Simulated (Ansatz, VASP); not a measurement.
**Al3C2 in VASP and in Ansatz**

```
Al C
1.0
     3.07637    0.00000    0.00000
     0.00000    3.07637    0.00000
     0.00000    0.00000    5.70176
Al C
3 2
Direct
  0.00000 0.50000 0.35712
  0.50000 0.00000 0.64288
  0.50000 0.50000 0.00000
  0.50000 0.00000 0.27324
  0.00000 0.50000 0.72676
```

Change from the starting cell: species swapped into the Er2Se3 type (P-4m2, No. 115).

Alike in both runs: functional PBE; k mesh 12 × 12 × 8; occupations gaussian, width 0.1 eV; no spin polarisation.

Ansatz relaxed the structure, and its values are those at the end. VASP's run is a single point on that final structure, the one shown.

|  | VASP | Ansatz |
| --- | --- | --- |
| version | VASP 6.6.1 | Ansatz 0.2.0 |
| potentials or method | VASP PAW PBE potentials, release 64 (Al, C), cutoff 520 eV | scalar-relativistic, plane waves, PAW |
| valence electrons in the cell | 17 | 17 |

|  | VASP | Ansatz | Ansatz less VASP |
| --- | --- | --- | --- |
| gap on the k mesh at the Fermi level (eV) | none | none | - |
| pressure (GPa) | -0.1 | 0.0 | +0.09 |

A gap of «none» marks a metal or a gap that the smearing closes.
